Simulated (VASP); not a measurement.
Set up this calculation in VASP 6.6.1, as the native input.

| Item | Value |
| --- | --- |
| Task | single point |
| Functional | PBEsol |
| Potentials or basis | VASP PAW PBE potentials, release 64 (Au, Si) |
| Cutoff | 520 eV |
| k mesh | 3 × 3 × 3 |
| Occupations | gaussian, width 0.05 eV |
| Spin | collinear spin, ferromagnetic start |
| Starting moments | [3.0, 0.0, 0.0, 0.0, 0.0, 0.0, 0.0, 0.0, 0.0, 0.0, 0.0, 0.0, 0.0, 0.0, 0.0, 0.0] μB |
| Hubbard terms | Au d U = 3.0 eV |
| Dipole correction | no |
| Further INCAR settings | LREAL = Auto; ALGO = Normal; EDIFF = 1e-06; NBANDS = 54 |

The structure of Si15Au lies in POSCAR:

```
Si15Au
1.0
    0.0000000000      5.4370000000      5.4370000000
    5.4370000000      0.0000000000      5.4370000000
    5.4370000000      5.4370000000      0.0000000000
Au Si
1 15
Direct
    0.0000000000      0.0000000000      0.0000000000
   -0.0004737049     -0.0004737049      0.5004737049
   -0.0004737049      0.5004737049     -0.0004737049
   -0.0004737049      0.5004737049      0.5004737049
    0.5004737049     -0.0004737049     -0.0004737049
    0.5004737049     -0.0004737049      0.5004737049
    0.5004737049      0.5004737049     -0.0004737049
    0.5000000000      0.5000000000      0.5000000000
    0.1276309320      0.1276309320      0.1276309320
    0.1276309320      0.1276309320      0.6171072039
    0.1276309320      0.6171072039      0.1276309320
    0.1257507541      0.6247497486      0.6247497486
    0.6171072039      0.1276309320      0.1276309320
    0.6247497486      0.1257507541      0.6247497486
    0.6247497486      0.6247497486      0.1257507541
    0.6247497486      0.6247497486      0.6247497486
```

The input as run:

INCAR

```
  PREC = Accurate
  ENCUT = 520
  EDIFF = 1E-6
  ISMEAR = 0
  SIGMA = 0.05
  LREAL = Auto
  LASPH = True
  NELM = 150
  ALGO = Normal
  ISIF = 2
  LWAVE = False
  LCHARG = True
  ISPIN = 2
  MAGMOM = 3 0 0 0 0 0 0 0 0 0 0 0 0 0 0 0
  LORBIT = 11
  LMAXMIX = 4
  LDAU = True
  LDAUTYPE = 2
  LDAUL = 2 -1
  LDAUU = 3 0
  LDAUJ = 0 0
  LDAUPRINT = 1
  GGA = PS
  LELF = True
  LVHAR = True
  NBANDS = 54
```

KPOINTS

```
Automatic mesh
0
Gamma
  3 3 3
```

Potentials or basis: VASP PAW PBE potentials, release 64 (Au, Si).

The run is started by

```bash
$ cat potpaw_PBE.64/Au/POTCAR potpaw_PBE.64/Si/POTCAR > POTCAR
$ mpirun -np 1 vasp_std > vasp.out
```

It gave:

```yaml
Pressure: 0.4 GPa
Largest_force: 0.155 eV/Å
Net_moment: 0.00 μB per cell
Valence_electrons_inside_the_program's_atomic_spheres: Au 10.01; Si 1.69, 1.66
```

Caveat: the PAW data sets were made with another functional, which shifts forces and pressure a little; the U is typed as a test and isn't derived for this compound.

Run time: 3.4 min on 1 thread of AMD EPYC 9R45 96-Core Processor (Zen 5), on a shared host, peak memory 0.62 GiB.
